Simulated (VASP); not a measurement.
# KTaO3 in VASP: a series of runs

KTaO3 is run at these levels: PBE, r2SCAN, PBEsol, PBEsol+U; tasks: relaxation of cell and atoms, single point.

Everything below comes from runs of VASP 6.6.1. Logs are shortened: lines on timing, memory, paths and dates and some standing lists are left out, and cuts for length are marked.

### 1 The cell of the first run

Symmetry: Pm-3m, No. 221, cubic system. Conventional cell: a = 3.988 Å, b = 3.988 Å, c = 3.988 Å, α = 90.00°, β = 90.00°, γ = 90.00°. Within 2.6 Å of Ta (site symmetry m-3m) lie 6 O at 1.99 Å. K (site symmetry m-3m) has 12 O at 2.82 Å and 8 Ta at 3.45 Å within 3.7 Å. Within 2.6 Å of O (site symmetry 4/mmm) lie 2 Ta at 1.99 Å.

### 2 Relaxation of cell and atoms, PBE

The input, INCAR:

```
SYSTEM = KTaO3
PREC     = Accurate       ! precision mode
ENCUT    = 600            ! plane-wave cutoff, eV
EDIFF    = 1E-6           ! SCF threshold, eV
ISMEAR   = -1             ! smearing method
SIGMA    = 0.05           ! smearing width, eV
LREAL    = .False.        ! projectors in reciprocal space
LASPH    = .True.         ! aspherical terms in the spheres
NELM     = 100            ! most SCF steps
ALGO     = Normal         ! electronic algorithm
ISIF     = 3              ! what is computed and relaxed
LWAVE    = .False.        ! write WAVECAR
LCHARG   = .False.        ! write CHGCAR
GGA      = PE             ! functional
IBRION   = 2              ! ionic algorithm
NSW      = 60             ! ionic steps
EDIFFG   = -0.01          ! ionic threshold
```

The input, KPOINTS:

```
Automatic mesh
0
Gamma
  7 7 7
  0 0 0
```

The input, POSCAR:

```
KTaO3
1.0
    3.9883000000      0.0000000000      0.0000000000
    0.0000000000      3.9883000000      0.0000000000
    0.0000000000      0.0000000000      3.9883000000
Ta K O
1 1 3
Direct
    0.0000000000      0.0000000000      0.0000000000
    0.5000000000      0.5000000000      0.5000000000
    0.0000000000      0.0000000000      0.5000000000
    0.0000000000      0.5000000000      0.0000000000
    0.5000000000      0.0000000000      0.0000000000
```

Potentials or basis: VASP PAW PBE potentials, release 64 (Ta_pv, K_sv, O).

Launch:

```sh
$ cat potpaw_PBE.64/Ta_pv/POTCAR potpaw_PBE.64/K_sv/POTCAR potpaw_PBE.64/O/POTCAR > POTCAR
$ mpirun -np 1 vasp_std > vasp.out
```

OUTCAR:

```text
SYSTEM = KTaO3
   PREC = Accurate
   ENCUT = 600
   EDIFF = 1E-6
   ISMEAR = -1
   LREAL = .False.
   LASPH = .True.
   NELM = 100
   ISIF = 3
   GGA = PE
   IBRION = 2
   NSW = 60
   EDIFFG = -0.01

 ion  position               nearest neighbor table
   1  0.000  0.000  0.000-   3 1.99   4 1.99   5 1.99   3 1.99   4 1.99   5 1.99   2 3.45   2 3.45
                             2 3.45   2 3.45   2 3.45   2 3.45   2 3.45   2 3.45
   2  0.500  0.500  0.500-   3 2.82   4 2.82   5 2.82   4 2.82   5 2.82   3 2.82   5 2.82   5 2.82
                             3 2.82   4 2.82   4 2.82   3 2.82   1 3.45   1 3.45   1 3.45   1 3.45
   3  0.000  0.000  0.500-   1 1.99   1 1.99   2 2.82   2 2.82   2 2.82   2 2.82
   4  0.000  0.500  0.000-   1 1.99   1 1.99   2 2.82   2 2.82   2 2.82   2 2.82
   5  0.500  0.000  0.000-   1 1.99   1 1.99   2 2.82   2 2.82   2 2.82   2 2.82

  LATTYP: Found a simple cubic cell.
 ALAT       =     3.9883000000

  Lattice vectors:

 A1 = (   3.9883000000,   0.0000000000,   0.0000000000)
 A2 = (   0.0000000000,   3.9883000000,   0.0000000000)
 A3 = (   0.0000000000,   0.0000000000,   3.9883000000)

Analysis of symmetry for initial positions (statically):
=====================================================================
 Subroutine PRICEL returns:
 Original cell was already a primitive cell.

 Routine SETGRP: Setting up the symmetry group for a
 simple cubic supercell.

 Subroutine GETGRP returns: Found 48 space group operations
 (whereof 48 operations were pure point group operations)
 out of a pool of 48 trial point group operations.

The static configuration has the point symmetry O_h .

Analysis of symmetry for dynamics (positions and initial velocities):
=====================================================================
 Subroutine PRICEL returns:
 Original cell was already a primitive cell.

 Routine SETGRP: Setting up the symmetry group for a
 simple cubic supercell.

 Subroutine GETGRP returns: Found 48 space group operations
 (whereof 48 operations were pure point group operations)
 out of a pool of 48 trial point group operations.

The dynamic configuration has the point symmetry O_h .

 Subroutine INISYM returns: Found 48 space group operations
 (whereof 48 operations are pure point group operations),
 and found     1 'primitive' translations

[... 82 lines left out ...]
   ions per type =               1   1   3
   NGX,Y,Z   is equivalent  to a cutoff of  13.34, 13.34, 13.34 a.u.
   NGXF,Y,Z  is equivalent  to a cutoff of  26.68, 26.68, 26.68 a.u.
 SYSTEM =  KTaO3
   PREC   = accura    normal or accurate (medium, high low for compatibility)
   ISTART =      0    job   : 0-new  1-cont  2-samecut
   ICHARG =      2    charge: 1-file 2-atom 10-const
   ISPIN  =      1    spin polarized calculation?
   LNONCOLLINEAR =      F non collinear calculations
   LSORBIT =      F    spin-orbit coupling
   LASPH  =      T    aspherical Exc in radial PAW
   ENCUT  =  600.0 eV  44.10 Ry    6.64 a.u.   7.97  7.97  7.97*2*pi/ulx,y,z
   NELM   =    100;   NELMIN=  2; NELMDL= -5     # of ELM steps
   EDIFF  = 0.1E-05   stopping-criterion for ELM
   LREAL  =      F    real-space projection
   EDIFFG = -.1E-01   stopping-criterion for IOM
   NSW    =     60    number of steps for IOM
   IBRION =      2    ionic relax: 0-MD 1-quasi-New 2-CG
   NFREE  =      1    steps in history (QN), initial steepest desc. (CG)
   ISIF   =      3    stress and relaxation
   ISYM   =      2    0-nonsym 1-usesym 2-fastsym
   POTIM  = 0.5000    time-step for ionic-motion
   TEBEG  =    0.0;   TEEND  =   0.0 temperature during run
   PSTRESS=    0.0 pullay stress
   NELECT =      38.0000    total number of electrons
   NUPDOWN=      -1.0000    fix difference up-down
   EMIN   =  10.00;   EMAX   =-10.00  energy-range for DOS
   EFERMI =   0.00;   METHOD = LEGACY
   ISMEAR =    -1;   SIGMA  =   0.05  broadening in eV -4-tet -1-fermi 0-gaus
   EFERMI_NEDOS =   21; number of points for ismear=-14 and -15
   IALGO  =     38    algorithm
   IMIX   =      4    mixing-type and parameters
     AMIX     =   0.40;   BMIX     =  1.00
     AMIX_MAG =   1.60;   BMIX_MAG =  1.00
  volume/ion in A,a.u.               =      12.69        85.62
  Fermi-wavevector in a.u.,A,eV,Ry     =   1.380008  2.607837 25.911228  1.904422
  Thomas-Fermi vector in A             =   2.504925
   LORBIT       =      0    0 simple, 1 ext, 2 COOP (PROOUT), +10 PAW based schemes
   GGA     = PE    functional components
   LHFCALC =     F    Hartree Fock is set to
   AEXX    =    0.0000 exact exchange contribution
   IVDW    =     0    specifies the selected vdW correction
   LEPSILON=     F    determine dielectric tensor
   LRPA    =     F    only Hartree local field effects (RPA)
 conjugate gradient relaxation of ions
 non-spin polarized calculation
  energy-cutoff  :      600.00
  volume of cell :       63.44
 maximum number of plane-waves:      2146
 NGX is ok and might be reduce to    32
   NGX = 15   NGY = 15   NGZ = 15

--------------------------------------- Ionic step        1  -------------------------------------------

 number of electron      37.9999990 magnetization

 Free energy of the ion-electron system (eV)
  ---------------------------------------------------
  ext. energy  EPLUGINS =         0.00000000
  ---------------------------------------------------
  free energy    TOTEN  =       -41.03812908 eV

  energy without entropy =      -41.03812908  energy(sigma->0) =      -41.03812908

------------------------ aborting loop because EDIFF is reached ----------------------------------------

  FORCE on cell =-STRESS in cart. coord.  units (eV):
  Direction    XX          YY          ZZ          XY          YZ          ZX
  --------------------------------------------------------------------------------------
  -------------------------------------------------------------------------------------
  Total        2.3378321      2.3378321      2.3378321     -0.0000000      0.0000000     -0.0000000
  in kB       59.0419159     59.0419159     59.0419159     -0.0000000      0.0000000     -0.0000000
  external PRESSURE =      59.0419159 kB  Pullay stress =       0.0000000 kB
[... 65 lines left out ...]
--------------------------------------- Ionic step        3  -------------------------------------------

 number of electron      38.0000008 magnetization

 Free energy of the ion-electron system (eV)
  ---------------------------------------------------
  ext. energy  EPLUGINS =         0.00000000
  ---------------------------------------------------
  free energy    TOTEN  =       -41.07197386 eV

  energy without entropy =      -41.07197386  energy(sigma->0) =      -41.07197386

 E-fermi :   2.6689     XC(G=0): -10.7205

 val. band max:        1.5449696772   @ k =   0.4286   0.4286   0.4286
 cond. band min:       3.7118615059   @ k =   0.0000   0.0000   0.0000
 fundamental gap:      2.1668918287
 Fermi energy:         2.6688693147

 k-point     1 :       0.0000    0.0000    0.0000
  band No.  band energies     occupation
      1     -32.6554      2.00000
      2     -32.6554      2.00000
      3     -32.6554      2.00000
      4     -25.7464      2.00000
      5     -15.8439      2.00000
      6     -15.1471      2.00000
[... 541 lines left out ...]
  FREE ENERGIE OF THE ION-ELECTRON SYSTEM (eV)
  ---------------------------------------------------
  free  energy   TOTEN  =       -41.0719738617 eV

  energy  without entropy=      -41.0719738616  energy(sigma->0) =      -41.07197386

 reached required accuracy - stopping structural energy minimisation
```

OSZICAR:

```text
N       E                     dE             d eps       ncg     rms          rms(c)
DAV:   1     0.362800953715E+03    0.36280E+03   -0.23028E+04   920   0.185E+03
[... 25 lines left out ...]
DAV:   2    -0.411236018755E+02    0.25000E+00   -0.88242E-01   983   0.694E+00    0.217E+00
DAV:   3    -0.410759819048E+02    0.47620E-01   -0.89935E-02  1273   0.285E+00    0.693E-01
DAV:   4    -0.410712411777E+02    0.47407E-02   -0.27290E-02  1322   0.115E+00    0.379E-01
DAV:   5    -0.410719319601E+02   -0.69078E-03   -0.26207E-03  1457   0.308E-01    0.755E-02
DAV:   6    -0.410719480333E+02   -0.16073E-04   -0.50588E-04  1414   0.156E-01    0.459E-02
DAV:   7    -0.410719742235E+02   -0.26190E-04   -0.28604E-05  1345   0.381E-02    0.648E-03
DAV:   8    -0.410719738617E+02    0.36179E-06   -0.68587E-07   782   0.849E-03
   3 F= -.41071974E+02 E0= -.41071974E+02  d E =-.338448E-01
```

Wall time 56 s (1 thread of Intel Xeon Platinum 8488C (Sapphire Rapids), shared host); peak memory 0.21 GiB.

What came out:

* Free energy: -41.0720 eV
* Relaxed volume: 13.07 Å³/atom
* Relaxed cell: a = 4.028 Å, b = 4.028 Å, c = 4.028 Å, α = 90.00°, β = 90.00°, γ = 90.00°
* Space group after relaxing (to 0.05 Å): Pm-3m (No. 221)
* Energy gained by relaxing: 6.8 meV/atom
* Ionic steps: 3
* Pressure after relaxing: 0.0 GPa
* Band gap on the k mesh: 2.17 eV, indirect (least direct gap 2.74 eV)

Step by step:
```tsv
step	energy change (eV)	largest force (eV/Å)	pressure (GPa)	volume (Å³)
1	0.0000	0.0000	5.90	63.44
2	0.0186	0.0000	-6.47	67.83
3	-0.0338	0.0000	-0.05	65.34
```

Final structure:
```
Ta K O
1.0
     4.02778    0.00000    0.00000
     0.00000    4.02778    0.00000
     0.00000    0.00000    4.02778
Ta K O
1 1 3
Direct
  0.00000 0.00000 0.00000
  0.50000 0.50000 0.50000
  0.00000 0.00000 0.50000
  0.00000 0.50000 0.00000
  0.50000 0.00000 0.00000
```

Caveat: spin-orbit coupling is left out, which moves the levels of the heavy elements. PBE usually gives volumes a little too large and moduli too small.

### 3 Single point, r2SCAN, non-collinear spin, zero start, spin-orbit coupling

POSCAR is that of step 2.

The input, INCAR.step1:

```
  ALGO = Normal
  EDIFF = 1E-4
  ENCUT = 520
  GGA = PE
  GGA_COMPAT = F
  ISMEAR = -1
  LASPH = T
  LCHARG = F
  LMAXMIX = 4
  LREAL = F
  LSORBIT = T
  LWAVE = T
  MAGMOM = 0 0 0 0 0 0 0 0 0 0 0 0 0 0 0
  NBANDS = 53
  NELM = 150
  PREC = Accurate
  SIGMA = 0.05
```

The input, INCAR.step2:

```
  ALGO = Normal
  EDIFF = 1E-6
  ENCUT = 520
  GGA_COMPAT = F
  ISIF = 2
  ISMEAR = -1
  ISTART = 1
  LASPH = T
  LCHARG = F
  LMAXMIX = 4
  LMIXTAU = T
  LORBIT = 11
  LORBMOM = T
  LREAL = F
  LSORBIT = T
  LWAVE = F
  MAGMOM = 0 0 0 0 0 0 0 0 0 0 0 0 0 0 0
  METAGGA = R2SCAN
  NBANDS = 53
  NELM = 150
  PREC = Accurate
  SIGMA = 0.05
```

The input, KPOINTS:

```
k-points
0
Gamma
  5 5 5
```

Potentials or basis: VASP PAW PBE potentials, release 64 (Ta_pv, K_sv, O).

Launch:

```sh
$ cat potpaw_PBE.64/Ta_pv/POTCAR potpaw_PBE.64/K_sv/POTCAR potpaw_PBE.64/O/POTCAR > POTCAR
$ cp INCAR.step1 INCAR
$ mpirun -np 1 vasp_ncl > vasp.out
$ cp INCAR.step2 INCAR
$ mpirun -np 1 vasp_ncl > vasp.out
```

OUTCAR:

```text
EDIFF = 1E-6
   ENCUT = 520
   ISIF = 2
   ISMEAR = -1
   ISTART = 1
   LASPH = T
   LORBIT = 11
   LREAL = F
   LSORBIT = T
   METAGGA = R2SCAN
   NELM = 150
   PREC = Accurate

 ion  position               nearest neighbor table
   1  0.000  0.000  0.000-   3 1.99   4 1.99   5 1.99   3 1.99   4 1.99   5 1.99   2 3.45   2 3.45
                             2 3.45   2 3.45   2 3.45   2 3.45   2 3.45   2 3.45
   2  0.500  0.500  0.500-   3 2.82   4 2.82   5 2.82   4 2.82   5 2.82   3 2.82   5 2.82   5 2.82
                             3 2.82   4 2.82   4 2.82   3 2.82   1 3.45   1 3.45   1 3.45   1 3.45
   3  0.000  0.000  0.500-   1 1.99   1 1.99   2 2.82   2 2.82   2 2.82   2 2.82
   4  0.000  0.500  0.000-   1 1.99   1 1.99   2 2.82   2 2.82   2 2.82   2 2.82
   5  0.500  0.000  0.000-   1 1.99   1 1.99   2 2.82   2 2.82   2 2.82   2 2.82

  LATTYP: Found a simple cubic cell.
 ALAT       =     3.9883000000

  Lattice vectors:
[... 897 lines left out ...]

 total charge

# of ion       s       p       d       tot
------------------------------------------
    1        0.361   6.357   2.016   8.734
    2        1.963   5.702   0.045   7.710
    3        1.567   3.547   0.000   5.114
    4        1.567   3.547   0.000   5.114
    5        1.567   3.547   0.000   5.114
--------------------------------------------------
tot          7.025  22.701   2.061  31.786

 magnetization (x)

# of ion       s       p       d       tot
------------------------------------------
    1        0.000   0.000  -0.000  -0.000
    2        0.000   0.000   0.000   0.000
    3        0.000   0.000   0.000   0.000
    4        0.000  -0.000   0.000  -0.000
    5        0.000  -0.000   0.000  -0.000
--------------------------------------------------
tot          0.000  -0.000  -0.000  -0.000

 magnetization (y)

# of ion       s       p       d       tot
------------------------------------------
    1        0.000   0.000  -0.000  -0.000
    2        0.000   0.000   0.000   0.000
    3        0.000   0.000   0.000   0.000
    4        0.000  -0.000   0.000  -0.000
    5        0.000   0.000   0.000   0.000
--------------------------------------------------
tot          0.000  -0.000  -0.000  -0.000

 magnetization (z)

# of ion       s       p       d       tot
------------------------------------------
    1        0.000   0.000  -0.000  -0.000
    2       -0.000   0.000  -0.000  -0.000
    3        0.000  -0.000   0.000  -0.000
    4        0.000   0.000   0.000   0.000
    5        0.000  -0.000   0.000  -0.000
--------------------------------------------------
tot         -0.000  -0.000  -0.000  -0.000
```

OSZICAR.step1:

```text
N       E                     dE             d eps       ncg     rms          rms(c)
DAV:   1     0.349175782602E+03    0.34918E+03   -0.20455E+04  1060   0.145E+03
DAV:   2    -0.224252670575E+02   -0.37160E+03   -0.35672E+03  1259   0.428E+02
DAV:   3    -0.491167916706E+02   -0.26692E+02   -0.26484E+02  1352   0.113E+02
DAV:   4    -0.501994381279E+02   -0.10826E+01   -0.10799E+01  1704   0.171E+01
DAV:   5    -0.502262825417E+02   -0.26844E-01   -0.26838E-01  1432   0.215E+00    0.360E+01
DAV:   6    -0.418284662798E+02    0.83978E+01   -0.34072E+01  1340   0.413E+01    0.136E+01
DAV:   7    -0.416941343815E+02    0.13433E+00   -0.19232E+00  1302   0.906E+00    0.963E+00
DAV:   8    -0.416488027413E+02    0.45332E-01   -0.39469E-01  1299   0.534E+00    0.287E+00
DAV:   9    -0.416320052735E+02    0.16797E-01   -0.35002E-02  1240   0.151E+00    0.464E-01
DAV:  10    -0.416306219823E+02    0.13833E-02   -0.69440E-03  1448   0.512E-01    0.206E-01
DAV:  11    -0.416307258255E+02   -0.10384E-03   -0.15373E-03  1385   0.281E-01    0.411E-02
DAV:  12    -0.416307296677E+02   -0.38422E-05   -0.22397E-04  1222   0.103E-01
   1 F= -.41630730E+02 E0= -.41630730E+02  d E =-.162976E-09  mag=    -0.0000     0.0000    -0.0000
```

It took 3 min on 1 thread of Intel Xeon Platinum 8481C at 2.70GHz (Sapphire Rapids), shared host; peak memory 0.35 GiB.

Results:

* Free energy: -87.7334 eV
* Pressure: 1.4 GPa
* Net moment: 0.00 μB per cell
* Valence electrons inside the program's atomic spheres: Ta 8.73; K 7.71; O 5.11

Moments on the atoms (μB; x, y, z):
```
Ta  0.00 0.00 0.00
K   0.00 0.00 0.00
O   0.00 0.00 0.00
O   0.00 0.00 0.00
O   0.00 0.00 0.00
```

Caveat: the PAW data sets were made with another functional, which shifts forces and pressure a little.

(Part 1 of 2 ends here.)
